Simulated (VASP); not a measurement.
# Al (P6_3/mmc) in VASP: further runs

Runs on Al. Level: PBE+D3(BJ). Tasks: single point.

Program: VASP 6.6.1. These are calculated values, not measurements. Logs are shortened: lines on timing, memory, paths and dates and some standing lists are left out, and cuts for length are marked.

### Step 1. The cell of the first run

It takes space group P6_3/mmc (No. 194, hexagonal). Conventional cell: a = 2.710 Å, b = 2.710 Å, c = 9.335 Å, α = 90.00°, β = 90.00°, γ = 120.00°. Al (site symmetry -3m) has 12 Al at 2.71 to 2.81 Å within 3.6 Å. Within 3.6 Å of Al (site symmetry -6m2) lie 12 Al at 2.71 to 2.81 Å.

This isn't the form of Al at room conditions, which is fcc.

### Step 2. Single point, PBE+D3(BJ) (14.84 Å³/atom)

The input, INCAR:

```
SYSTEM = Al
PREC     = Accurate       ! precision mode
ENCUT    = 520            ! plane-wave cutoff, eV
EDIFF    = 1E-6           ! SCF threshold, eV
ISMEAR   = 0              ! smearing method
SIGMA    = 0.15           ! smearing width, eV
LREAL    = .False.        ! projectors in reciprocal space
LASPH    = .True.         ! aspherical terms in the spheres
NELM     = 80             ! most SCF steps
ALGO     = Normal         ! electronic algorithm
ISIF     = 2              ! what is computed and relaxed
LWAVE    = .False.        ! write WAVECAR
LCHARG   = .False.        ! write CHGCAR
GGA      = PE             ! functional
IVDW     = 12             ! dispersion correction
NBANDS   = 14             ! bands
```

The input, KPOINTS:

```
Automatic mesh
0
Gamma
  18 18 6
  0 0 0
```

The input, POSCAR:

```
Al
1.0
    2.7096345460      0.0000000000      0.0000000000
   -1.3548172730      2.3466123518      0.0000000000
    0.0000000000      0.0000000000      9.3349619744
Al
4
Direct
    0.0000000000      0.0000000000      0.0000000000
    0.3333333333      0.6666666667      0.2500000000
    0.0000000000      0.0000000000      0.5000000000
    0.6666666667      0.3333333333      0.7500000000
```

Potentials or basis: VASP PAW PBE potentials, release 64 (Al).

Command:

```bash
> cat potpaw_PBE.64/Al/POTCAR > POTCAR
> mpirun -np 1 vasp_std > vasp.out
```

OUTCAR:

```text
SYSTEM = Al
   PREC = Accurate
   ENCUT = 520
   EDIFF = 1E-6
   ISMEAR = 0
   LREAL = .False.
   LASPH = .True.
   NELM = 80
   ISIF = 2
   GGA = PE
   IVDW = 12
 IVDW          = 12

 ion  position               nearest neighbor table
   1  0.000  0.000  0.000-   2 2.81   4 2.81   2 2.81   4 2.81   4 2.81   2 2.81
   2  0.333  0.667  0.250-   1 2.81   3 2.81   1 2.81   3 2.81   1 2.81   3 2.81
   3  0.000  0.000  0.500-   2 2.81   4 2.81   2 2.81   4 2.81   4 2.81   2 2.81
   4  0.667  0.333  0.750-   1 2.81   3 2.81   1 2.81   3 2.81   1 2.81   3 2.81

  LATTYP: Found a hexagonal cell.
 ALAT       =     2.7096345460
 C/A-ratio  =     3.4451000000

  Lattice vectors:

 A1 = (   2.7096345460,   0.0000000000,   0.0000000000)
 A2 = (  -1.3548172730,   2.3466123518,   0.0000000000)
 A3 = (   0.0000000000,   0.0000000000,   9.3349619744)

Analysis of symmetry for initial positions (statically):
=====================================================================
 Subroutine PRICEL returns:
 Original cell was already a primitive cell.

 Routine SETGRP: Setting up the symmetry group for a
 hexagonal supercell.

 Subroutine GETGRP returns: Found 24 space group operations
 (whereof 12 operations were pure point group operations)
 out of a pool of 24 trial point group operations.

The static configuration has the point symmetry D_3d.
 The point group associated with its full space group is D_6h.

Analysis of symmetry for dynamics (positions and initial velocities):
=====================================================================
 Subroutine PRICEL returns:
 Original cell was already a primitive cell.

 Routine SETGRP: Setting up the symmetry group for a
 hexagonal supercell.

 Subroutine GETGRP returns: Found 24 space group operations
 (whereof 12 operations were pure point group operations)
 out of a pool of 24 trial point group operations.

The dynamic configuration has the point symmetry D_3d.
 The point group associated with its full space group is D_6h.

 Subroutine INISYM returns: Found 24 space group operations
 (whereof 12 operations are pure point group operations),
 and found     1 'primitive' translations

----------------------------------------------------------------------------------------

                                     Primitive cell

  volume of cell :      59.3560

  direct lattice vectors                    reciprocal lattice vectors
     2.709634546  0.000000000  0.000000000     0.369053458  0.213073114  0.000000000
    -1.354817273  2.346612352  0.000000000     0.000000000  0.426146227  0.000000000
     0.000000000  0.000000000  9.334961974     0.000000000  0.000000000  0.107124164

  length of vectors
     2.709634546  2.709634546  9.334961974     0.426146227  0.426146227  0.107124164

  position of ions in fractional coordinates (direct lattice)
     0.000000000  0.000000000  0.000000000
     0.333333333  0.666666667  0.250000000
     0.000000000  0.000000000  0.500000000
     0.666666667  0.333333333  0.750000000

  ion indices of the primitive-cell ions
   primitive index   ion index
                 1           1
                 2           2
                 3           3
                 4           4

----------------------------------------------------------------------------------------

 KPOINTS: Automatic mesh

Automatic generation of k-mesh.
 Grid dimensions read from file:
 generate k-points for:   18   18    6

 Generating k-lattice:

  Cartesian coordinates                     Fractional coordinates (reciprocal lattice)
     0.020502970  0.011837395  0.000000000     0.055555556 -0.000000000  0.000000000
     0.000000000  0.023674790  0.000000000     0.000000000  0.055555556  0.000000000
     0.000000000  0.000000000  0.017854027     0.000000000  0.000000000  0.166666667

  Length of vectors
     0.023674790  0.023674790  0.017854027

  Shift w.r.t. Gamma in fractional coordinates (k-lattice)
     0.000000000  0.000000000  0.000000000

 Subroutine IBZKPT returns following result:
 ===========================================

 Found    148 irreducible k-points:

 Following reciprocal coordinates:
            Coordinates               Weight
  0.000000  0.000000  0.000000      1.000000
  0.055556  0.000000  0.000000      6.000000
  0.111111  0.000000  0.000000      6.000000
  0.166667  0.000000  0.000000      6.000000
  0.222222  0.000000  0.000000      6.000000
  0.277778  0.000000  0.000000      6.000000
[... 16 lines left out ...]
  0.333333  0.111111  0.000000     12.000000
  0.388889  0.111111  0.000000     12.000000
 [... further k-points ...]
   k-points           NKPTS =    148   k-points in BZ     NKDIM =    148   number of bands    NBANDS=     14
   number of dos      NEDOS =    301   number of ions     NIONS =      4
   total plane-waves  NPLWV =  28000
   dimension x,y,z NGX =    20 NGY =   20 NGZ =   70
   dimension x,y,z NGXF=    40 NGYF=   40 NGZF=  140
   ions per type =               4
[... 28 lines left out ...]
   EFERMI_NEDOS =   21; number of points for ismear=-14 and -15
   IALGO  =     38    algorithm
   IMIX   =      4    mixing-type and parameters
     AMIX     =   0.40;   BMIX     =  1.00
     AMIX_MAG =   1.60;   BMIX_MAG =  1.00
  volume/ion in A,a.u.               =      14.84       100.14
  Fermi-wavevector in a.u.,A,eV,Ry     =   0.960831  1.815707 12.560849  0.923196
  Thomas-Fermi vector in A             =   2.090150
   LORBIT       =      0    0 simple, 1 ext, 2 COOP (PROOUT), +10 PAW based schemes
   GGA     = PE    functional components
   LHFCALC =     F    Hartree Fock is set to
   AEXX    =    0.0000 exact exchange contribution
   IVDW    =    12    specifies the selected vdW correction
   LEPSILON=     F    determine dielectric tensor
   LRPA    =     F    only Hartree local field effects (RPA)
 non-spin polarized calculation
 Gauss-broadening in eV      SIGMA  =   0.15
  energy-cutoff  :      520.00
  volume of cell :       59.36
 maximum number of plane-waves:      1629
   NGX = 11   NGY = 11   NGZ = 35

 number of electron      12.0000000 magnetization

 Free energy of the ion-electron system (eV)
  ---------------------------------------------------
  ext. energy  EPLUGINS =         0.00000000
  ---------------------------------------------------
  free energy    TOTEN  =       -14.69511988 eV

  energy without entropy =      -14.67732068  energy(sigma->0) =      -14.68622028

 E-fermi :   9.1322     XC(G=0): -10.5859

 val. band max:        9.1191928547   @ k =   0.3333   0.1111   0.0000
 cond. band min:       9.1342867398   @ k =   0.3333   0.2222   0.5000
 fundamental gap:      0.0150938851
 Fermi energy:         9.1322397585

 k-point     1 :       0.0000    0.0000    0.0000
  band No.  band energies     occupation
      1      -2.7385      2.00000
      2      -1.0540      2.00000
      3      -1.0497      2.00000
      4       3.8334      2.00000
      5       3.9461      2.00000
      6      11.7843      0.00000
      7      11.7924      0.00000
      8      21.0441      0.00000
      9      21.4755      0.00000
     10      21.4755      0.00000
     11      21.5247      0.00000
     12      21.5247      0.00000
     13      22.3536      0.00000
     14      22.3562      0.00000

 k-point     2 :       0.0556    0.0000    0.0000
  band No.  band energies     occupation
      1      -2.6556      2.00000
      2      -0.9722      2.00000
      3      -0.9679      2.00000
      4       3.9100      2.00000
      5       4.0266      2.00000
      6      11.8529      0.00000
      7      11.8624      0.00000
      8      19.6036      0.00000
      9      20.3518      0.00000
     10      20.6428      0.00000
     11      20.9359      0.00000
     12      21.2749      0.00000
     13      21.6565      0.00000
     14      21.6665      0.00000
[... 343 lines left out ...]
      1       1.4977      2.00000
      2       3.1199      2.00000
      3       3.1207      2.00000
      4       6.8466      2.00000
      5       7.7709      2.00000
      6       8.1728      2.00000
      7       8.8615      1.98931
      8       9.1192      1.09790
      9      12.3932      0.00000
     10      13.3593      0.00000
     11      13.9301      0.00000
     12      14.1338      0.00000
     13      14.7203      0.00000
     14      16.2632      0.00000

 k-point    24 :       0.3889    0.1111    0.0000
  band No.  band energies     occupation
      1       2.6895      2.00000
      2       4.2660      2.00000
      3       4.2731      2.00000
      4       5.4834      2.00000
      5       7.1500      2.00000
      6       7.1860      2.00000
      7       9.0248      1.68908
      8       9.3887      0.01560
      9      11.5510      0.00000
     10      11.7875      0.00000
     11      13.3113      0.00000
     12      14.0269      0.00000
     13      14.4681      0.00000
     14      17.0696      0.00000

 [... further k-points ...]

------------------------ aborting loop because EDIFF is reached ----------------------------------------

 Edisp (eV)   -1.50263

 E8    (eV) :    -0.6731

  FORCE on cell =-STRESS in cart. coord.  units (eV):
  Direction    XX          YY          ZZ          XY          YZ          ZX
  --------------------------------------------------------------------------------------
  -------------------------------------------------------------------------------------
  Total       3.27726     3.27726     1.15118     0.00000    -0.00000     0.00000
  in kB      88.46208    88.46208    31.07340     0.00000    -0.00000     0.00000
  external pressure =       69.33 kB  Pullay stress =        0.00 kB

 VOLUME and BASIS-vectors are now :
 -----------------------------------------------------------------------------
  energy-cutoff  :      520.00
  volume of cell :       59.36
      direct lattice vectors                 reciprocal lattice vectors
     2.709634546  0.000000000  0.000000000     0.369053458  0.213073114  0.000000000
    -1.354817273  2.346612352  0.000000000     0.000000000  0.426146227  0.000000000
     0.000000000  0.000000000  9.334961974     0.000000000  0.000000000  0.107124164

 POSITION                                       TOTAL-FORCE (eV/Angst)
 -----------------------------------------------------------------------------------
      0.00000      0.00000      0.00000        -0.000000      0.000000      0.000000
     -0.00000      1.56441      2.33374         0.000000      0.000000      0.000000
      0.00000      0.00000      4.66748        -0.000000      0.000000      0.000000
      1.35482      0.78220      7.00122         0.000000     -0.000000     -0.000000
 -----------------------------------------------------------------------------------
    total drift:                               -0.000000      0.000000     -0.000000

  FREE ENERGIE OF THE ION-ELECTRON SYSTEM (eV)
  ---------------------------------------------------
  free  energy   TOTEN  =       -16.1977454829 eV

  energy  without entropy=      -16.1799462858  energy(sigma->0) =      -16.18884588
```

Wall time 34 s (1 thread of Intel Xeon 6975P-C (Granite Rapids), shared host); peak memory 0.23 GiB.

What came out:

- Free energy: -16.1977 eV
- Pressure: 6.9 GPa
- Band gap on the k mesh: zero (bands 6 and 7 overlap by 4.81 eV)
- Dispersion energy per atom: -0.376 eV

Caveat: the cell stands under pressure.

### Step 3. Single point, PBE+D3(BJ) (14.84 Å³/atom)

The input, INCAR:

```
PREC = Accurate ; ENCUT = 520
EDIFF = 1E-6 ; ISMEAR = 0
SIGMA = 0.15 ; LREAL = False
LASPH = True ; NELM = 100
ALGO = Normal ; ISIF = 2
LWAVE = False ; LCHARG = True
GGA = PE ; IVDW = 12
LELF = True ; LVHAR = True
NBANDS = 14
```

The input, KPOINTS:

```
regular mesh
0
Gamma
  18 18 6
```

The input, POSCAR:

```
Al
1.0
    2.7241558803      0.0000000000      0.0000000000
   -1.3620779402      2.3591881962      0.0000000000
    0.0000000000      0.0000000000      9.2357056811
Al
4
Direct
    0.0000000000      0.0000000000      0.0000000000
    0.3333333333      0.6666666667      0.2500000000
    0.0000000000      0.0000000000      0.5000000000
    0.6666666667      0.3333333333      0.7500000000
```

Potentials or basis: VASP PAW PBE potentials, release 64 (Al).

Command:

```bash
> cat potpaw_PBE.64/Al/POTCAR > POTCAR
> mpirun -np 1 vasp_std > vasp.out
```

Run time: 33 s. Hardware: 1 thread of Intel Xeon 6975P-C (Granite Rapids), shared host; peak memory 0.23 GiB.

It converged, with:

| Property | Result |
| --- | --- |
| Free energy | -16.2177 eV |
| Pressure | 6.7 GPa |
| Band gap on the k mesh | zero (bands 6 and 7 overlap by 5.11 eV) |
| Dispersion energy per atom | -0.376 eV |

Stress tensor (GPa, compression positive):
```
8.19 0.00 0.00
0.00 8.19 0.00
0.00 0.00 3.74
```

Levels at points of the mesh, in eV from the Fermi level:
| k point | band 2 | band 3 | band 4 | band 5 | band 6 | band 7 | band 8 | band 9 | band 10 | band 11 |
| --- | --- | --- | --- | --- | --- | --- | --- | --- | --- | --- |
| (0.00, 0.00, 0.00) | -10.16 | -10.15 | -5.22 | -4.99 | 2.95 | 2.96 | 12.11 | 12.11 | 12.13 | 12.13 |
| (0.50, 0.00, 0.00) | -5.42 | -4.15 | -4.13 | -3.33 | -3.32 | 0.78 | 1.15 | 1.22 | 1.62 | 6.62 |
| (0.00, 0.00, 0.50) | -11.44 | -8.03 | -8.03 | -1.43 | -1.43 | 7.92 | 7.92 | 12.35 | 12.35 | 12.35 |
| (0.50, 0.00, 0.50) | -5.09 | -4.95 | -4.95 | -1.97 | -1.97 | -1.26 | -1.26 | 4.57 | 4.57 | 4.65 |

Caveat: the cell stands under pressure.

### Step 4. Single point, PBE+D3(BJ) (14.84 Å³/atom)

The input, INCAR:

```
PREC = Accurate ; ENCUT = 520
EDIFF = 1E-7 ; ISMEAR = 0
SIGMA = 0.15 ; LREAL = False
LASPH = True ; NELM = 100
ALGO = Normal ; ISIF = 2
LWAVE = False ; LCHARG = False
GGA = PE ; IVDW = 12
NBANDS = 14
```

KPOINTS is that of step 3.

The input, POSCAR:

```
Al
1.0
    2.7534293029      0.0000000000      0.0000000000
   -1.3767146514      2.3845397238      0.0000000000
    0.0000000000      0.0000000000      9.0403685224
Al
4
Direct
    0.0000000000      0.0000000000      0.0000000000
    0.3333333333      0.6666666667      0.2500000000
    0.0000000000      0.0000000000      0.5000000000
    0.6666666667      0.3333333333      0.7500000000
```

Command:

```bash
> cat potpaw_PBE.64/Al/POTCAR > POTCAR
> mpirun -np 1 vasp_std > vasp.out
```

It took 41 s on 1 thread of Intel Xeon 6975P-C (Granite Rapids), shared host; peak memory 0.23 GiB.

Results (log left out):

* Free energy: -16.2374 eV
* Pressure: 6.5 GPa
* Band gap on the k mesh: zero (bands 6 and 7 overlap by 5.66 eV)
* Dispersion energy per atom: -0.376 eV

Stress tensor (GPa, compression positive):
```
6.55 0.00 0.00
0.00 6.55 0.00
0.00 0.00 6.42
```

Levels at points of the mesh, in eV from the Fermi level:
```csv
k point,band 4,band 5,band 6,band 7,band 8,band 9
"(0.00, 0.00, 0.00)",-5.04,-4.58,3.57,3.58,11.61,11.61
"(0.50, 0.00, 0.00)",-4.18,-3.41,-3.38,0.81,1.20,1.50
"(0.00, 0.00, 0.50)",-7.86,-0.97,-0.97,8.70,8.70,11.91
"(0.50, 0.00, 0.50)",-5.07,-1.95,-1.95,-1.24,-1.24,4.84
```

Caveat: the cell stands under pressure.

### Step 5. Single point, PBE+D3(BJ) (14.84 Å³/atom)

The input, INCAR:

```
  ALGO = Fast
  EDIFF = 1E-7
  ENCUT = 520
  GGA = PE
  ISIF = 2
  ISMEAR = 0
  IVDW = 12
  LASPH = True
  LCHARG = False
  LREAL = False
  LWAVE = False
  NBANDS = 14
  NELM = 80
  PREC = Accurate
  SIGMA = 0.15
```

The input, KPOINTS:

```
k-points
0
Gamma
  18 18 6
```

The input, POSCAR:

```
Al
1.0
    2.6951869681      0.0000000000      0.0000000000
   -1.3475934840      2.3341003823      0.0000000000
    0.0000000000      0.0000000000      9.4353105378
Al
4
Direct
    0.0000000000      0.0000000000      0.0000000000
    0.3333333333      0.6666666667      0.2500000000
    0.0000000000      0.0000000000      0.5000000000
    0.6666666667      0.3333333333      0.7500000000
```

Command:

```bash
> cat potpaw_PBE.64/Al/POTCAR > POTCAR
> mpirun -np 1 vasp_std > vasp.out
```

Run time: 45 s. Hardware: 1 thread of Intel Xeon 6975P-C (Granite Rapids), shared host; peak memory 0.23 GiB.

Results (log left out):

| Property | Result |
| --- | --- |
| Free energy | -16.1710 eV |
| Pressure | 7.3 GPa |
| Band gap on the k mesh | zero (bands 6 and 7 overlap by 4.64 eV) |
| Dispersion energy per atom | -0.376 eV |

Stress tensor (GPa, compression positive):
```
9.84 0.00 0.00
0.00 9.84 0.00
0.00 0.00 2.08
```

Levels at points of the mesh, in eV from the Fermi level:
| k point | band 4 | band 5 | band 6 | band 7 | band 8 | band 9 |
| --- | --- | --- | --- | --- | --- | --- |
| (0.00, 0.00, 0.00) | -5.38 | -5.37 | 2.36 | 2.37 | 11.57 | 12.57 |
| (0.50, 0.00, 0.00) | -4.06 | -3.25 | -3.20 | 0.79 | 0.96 | 1.14 |
| (0.00, 0.00, 0.50) | -8.18 | -1.84 | -1.84 | 7.17 | 7.17 | 12.78 |
| (0.50, 0.00, 0.50) | -4.80 | -1.97 | -1.97 | -1.26 | -1.26 | 4.28 |

Caveat: the cell stands under pressure.

### Step 6. Single point, PBE+D3(BJ) (16.36 Å³/atom)

This run uses another cell than the first one, of 16.36 Å³/atom.

The input, INCAR:

```
SYSTEM = Al
PREC     = Accurate       ! precision mode
ENCUT    = 520            ! plane-wave cutoff, eV
EDIFF    = 1E-6           ! SCF threshold, eV
ISMEAR   = 0              ! smearing method
SIGMA    = 0.15           ! smearing width, eV
LREAL    = .False.        ! projectors in reciprocal space
LASPH    = .True.         ! aspherical terms in the spheres
NELM     = 60             ! most SCF steps
ALGO     = Normal         ! electronic algorithm
ISIF     = 2              ! what is computed and relaxed
LWAVE    = .False.        ! write WAVECAR
LCHARG   = .True.         ! write CHGCAR
GGA      = PE             ! functional
IVDW     = 12             ! dispersion correction
LELF     = .True.         ! ELF
LVHAR    = .True.       
NBANDS   = 14             ! bands
```

The input, KPOINTS:

```
Automatic mesh
0
Gamma
  18 18 6
  0 0 0
```

The input, POSCAR:

```
Al
1.0
    2.7694486651      0.0000000000      0.0000000000
   -1.3847243326      2.3984128985      0.0000000000
    0.0000000000      0.0000000000      9.8520366812
Al
4
Direct
    0.0000000000      0.0000000000      0.0000000000
    0.3333333333      0.6666666667      0.2500000000
    0.0000000000      0.0000000000      0.5000000000
    0.6666666667      0.3333333333      0.7500000000
```

Potentials or basis: VASP PAW PBE potentials, release 64 (Al).

Command:

```bash
> cat potpaw_PBE.64/Al/POTCAR > POTCAR
> mpirun -np 1 vasp_std > vasp.out
```

It took 45 s on 1 thread of Intel Xeon 6975P-C (Granite Rapids), shared host; peak memory 0.25 GiB.

Results (log left out):

```
Free energy                : -16.2337 eV
Pressure                   : -1.7 GPa
Band gap on the k mesh     : zero (bands 6 and 7 overlap by 4.29 eV)
Dispersion energy per atom : -0.340 eV
```

Stress tensor (GPa, compression positive):
```
 0.18  0.00  0.00
 0.00  0.18  0.00
 0.00  0.00 -5.55
```

Levels at points of the mesh, in eV from the Fermi level:
```tsv
k point	band 3	band 4	band 5	band 6	band 7	band 8	band 9	band 10
(0.00, 0.00, 0.00)	-9.65	-5.39	-5.00	1.97	1.97	10.79	11.75	12.11
(0.50, 0.00, 0.00)	-3.76	-3.76	-3.07	-3.07	0.65	0.86	1.06	1.26
(0.00, 0.00, 0.50)	-7.79	-7.79	-1.93	-1.93	6.43	6.43	12.37	12.37
(0.50, 0.00, 0.50)	-4.49	-4.49	-1.87	-1.87	-1.22	-1.22	3.87	3.87
```

### Step 7. Summary

```tsv
cell	gap on the mesh (eV)	pressure (GPa)
a = 2.710, b = 2.710, c = 9.335 Å, angles 90.0, 90.0, 120.0°, 4 atoms	none	6.9
a = 2.724, b = 2.724, c = 9.236 Å, angles 90.0, 90.0, 120.0°, 4 atoms	none	6.7
a = 2.753, b = 2.753, c = 9.040 Å, angles 90.0, 90.0, 120.0°, 4 atoms	none	6.5
a = 2.695, b = 2.695, c = 9.435 Å, angles 90.0, 90.0, 120.0°, 4 atoms	none	7.3
a = 2.769, b = 2.769, c = 9.852 Å, angles 90.0, 90.0, 120.0°, 4 atoms	none	-1.7
```

Alike in all rows: task single point; level PBE+D3(BJ); potentials or basis VASP PAW PBE potentials, release 64 (Al); no spin polarisation; k mesh 18 × 18 × 6; cutoff (eV) 520; smearing gaussian 0.15 eV.

Caveats: the cell stands under pressure (at least some runs).

Total energies depend on the potentials used, so only differences within one code and one set of settings carry meaning.
